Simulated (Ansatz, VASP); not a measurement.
Si in VASP and in Ansatz

INCAR

```
ALGO = Fast ; EDIFF = 1E-6
EDIFFG = -0.01 ; ENCUT = 600
GGA = PE ; IBRION = 2
ISIF = 3 ; ISMEAR = 0
LASPH = True ; LCHARG = False
LREAL = False ; LWAVE = False
NELM = 60 ; NSW = 100
PREC = Accurate ; SIGMA = 0.1
```

The input KPOINTS:

```
k-points
0
Gamma
  8 8 8
```

Contents of POSCAR:

```
Si
1.0
    5.6886268003      0.0000000000      0.0000000000
    0.0000000000      5.7924811475      0.0000000000
    0.0000000000      0.0000000000      5.5980811383
Si
8
Direct
    0.4561604316      0.0000000000      0.7048899038
    0.0438395684      0.0000000000      0.7048899038
    0.5438395684      0.0000000000      0.2951100962
    0.9561604316      0.0000000000      0.2951100962
    0.0000000000      0.2925103428      0.0000000000
    0.5000000000      0.7074896572      0.0000000000
    0.0000000000      0.7074896572      0.0000000000
    0.5000000000      0.2925103428      0.0000000000
```

Input for Ansatz:

```yaml
crystal:
  lattice:
    - [5.6886268003, 0.0, 0.0]
    - [0.0, 5.7924811475, 0.0]
    - [0.0, 0.0, 5.5980811383]
  atoms:
    - { symbol: Si, position: [0.4561604316, 0.0, 0.7048899038] }
    - { symbol: Si, position: [0.0438395684, 0.0, 0.7048899038] }
    - { symbol: Si, position: [0.5438395684, 0.0, 0.2951100962] }
    - { symbol: Si, position: [0.9561604316, 0.0, 0.2951100962] }
    - { symbol: Si, position: [0.0, 0.2925103428, 0.0] }
    - { symbol: Si, position: [0.5, 0.7074896572, 0.0] }
    - { symbol: Si, position: [0.0, 0.7074896572, 0.0] }
    - { symbol: Si, position: [0.5, 0.2925103428, 0.0] }
basis:
  ecutwfc: 420
kpoints:
  mp_grid: { grid: [8, 8, 8] }
hamiltonian:
  xc: pbe
scf:
  occupations: { method: gaussian, width: 0.1 }
output:
  forces: true
  stress: true
  eigenvalues: true
  write_density: true
  write_potential: true
  elf: true
  volumetric_format: npy
relax:
  adjacent_minimum: "off"
  f_tol: 0.01
  max_steps: 80
  cell: { stress_tol: 0.05 }
```

Alike in both runs: task relaxation of cell and atoms; functional PBE; k mesh 8 × 8 × 8; occupations gaussian, width 0.1 eV; no spin polarisation.

|  | VASP | Ansatz |
| --- | --- | --- |
| version | VASP 6.6.1 | Ansatz 0.2.0 |
| potentials or method | VASP PAW PBE potentials, release 64 (Si), cutoff 600 eV | scalar-relativistic, plane waves, PAW |
| valence electrons in the cell | 32 | 32 |

VASP gave:

| Item | Value |
| --- | --- |
| gap on the k mesh at the Fermi level, each at its own relaxed structure (eV) | none |
| relaxed volume (Å³/atom) | 23.29 |
| relaxed length of the cell vector where the two differ most in proportion (Å) | 5.841 |

Task: Which values does Ansatz return?

Result: gap on the k mesh at the Fermi level, each at its own relaxed structure (eV): none; relaxed volume (Å³/atom): 23.28; relaxed length of the cell vector where the two differ most in proportion (Å): 5.824.

A gap of «none» marks a metal or a gap that the smearing closes.
